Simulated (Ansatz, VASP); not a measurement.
# CuO2: VASP beside Ansatz

```
Cu O
1.0
     0.00000    4.12764    4.12764
     4.12764    0.00000    4.12764
     4.12764    4.12764    0.00000
Cu O
4 8
Direct
  0.12500 0.12500 0.12500
  0.12500 0.12500 0.62500
  0.12500 0.62500 0.12500
  0.62500 0.12500 0.12500
  0.92284 0.35905 0.35905
  0.35905 0.35905 0.35905
  0.32716 0.89095 0.89095
  0.89095 0.89095 0.32716
  0.89095 0.89095 0.89095
  0.89095 0.32716 0.89095
  0.35905 0.35905 0.92284
  0.35905 0.92284 0.35905
```

Alike in both runs: functional PBE; k mesh 8 × 8 × 8; occupations gaussian, width 0.1 eV; collinear spin.

Ansatz relaxed the structure, and its values are those at the end. VASP's run is a single point on that final structure, the one shown.

|  | VASP | Ansatz |
| --- | --- | --- |
| version | VASP 6.6.1 | Ansatz 0.2.0 |
| potentials or method | VASP PAW PBE potentials, release 64 (Cu, O), cutoff 520 eV | scalar-relativistic, plane waves, PAW |
| valence electrons in the cell | 92 | 124 |

|  | VASP | Ansatz | Ansatz less VASP |
| --- | --- | --- | --- |
| gap on the k mesh at the Fermi level (eV) | none | none | - |
| pressure (GPa) | 1.0 | 0.0 | -0.96 |
| rms of the force components (eV/Å) | 0.034 | 0.004 | -0.0302 |
| net moment per atom (μB) | 0.33 | 0.33 | 0.000 |
| size of the moment on the site where the two differ most (μB) | 0.32 | 0.36 | +0.040 |

Site moments also hang on the region over which each program counts them. A gap of «none» marks a metal or a gap that the smearing closes. VASP's potentials hold 92 valence electrons a cell and Ansatz's 124, so a difference there can come from the potentials and not from the codes.
